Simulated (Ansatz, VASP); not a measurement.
# One calculation of ZnS, two programs

The input INCAR:

```
SYSTEM = ZnS
PREC = Accurate ; ENCUT = 520
EDIFF = 1E-7 ; ISMEAR = 0
SIGMA = 0.01 ; LREAL = .False.
LASPH = .True. ; NELM = 80
ALGO = Normal ; ISIF = 2
LWAVE = .False. ; LCHARG = .False.
GGA = RP ; NBANDS = 26
```

KPOINTS

```
regular mesh
0
Gamma
  6 6 3
  0 0 0
```

Contents of POSCAR:

```
ZnS
1.0
    3.7594936861      0.0000000000      0.0000000000
   -1.8797468431      3.2558172212      0.0000000000
    0.0000000000      0.0000000000      6.1497464286
Zn S
2 2
Direct
    0.3333333333      0.6666666667      0.0000000000
    0.6666666667      0.3333333333      0.5000000000
    0.3333333333      0.6666666667      0.3850000000
    0.6666666667      0.3333333333      0.8850000000
```

Input for Ansatz:

```yaml
crystal:
  lattice:
    - [3.7594936861093684, 0.0, 0.0]
    - [-1.8797468430546842, 3.255817221199197, 0.0]
    - [0.0, 0.0, 6.1497464285504595]
  atoms:
    - { symbol: Zn, position: [0.3333333333333333, 0.6666666666666666, 0.0] }
    - { symbol: Zn, position: [0.6666666666666666, 0.3333333333333333, 0.5] }
    - { symbol: S, position: [0.3333333333333333, 0.6666666666666666, 0.385] }
    - { symbol: S, position: [0.6666666666666666, 0.3333333333333333, 0.885] }
kpoints:
  mp_grid:
    grid: [6, 6, 3]
hamiltonian:
  xc: rpbe
  pseudopotentials:
    kind: nc
scf:
  n_extra_bands: 8
  occupations:
    method: fixed
output:
  stress: true
```

Alike in both runs: task single point; functional RPBE; k mesh 6 × 6 × 3; no spin polarisation.

|  | VASP | Ansatz |
| --- | --- | --- |
| version | VASP 6.6.1 | Ansatz 0.2.0 |
| potentials or method | VASP PAW PBE potentials, release 64 (Zn, S) | plane waves, norm-conserving potentials |
| plane-wave cutoff (eV) | 520 | 1143 |
| occupations | gaussian, width 0.01 eV | fixed |
| valence electrons in the cell | 36 | 52 |

|  | VASP | Ansatz | Ansatz less VASP |
| --- | --- | --- | --- |
| pressure (GPa) | 8.8 | 8.9 | +0.13 |
| traceless stress, the component that is largest in VASP (GPa) | -1.95 | -2.01 | -0.060 |

VASP's potentials were made for PBE, not for RPBE. VASP's potentials hold 36 valence electrons a cell and Ansatz's 52, so a difference there can come from the potentials and not from the codes.
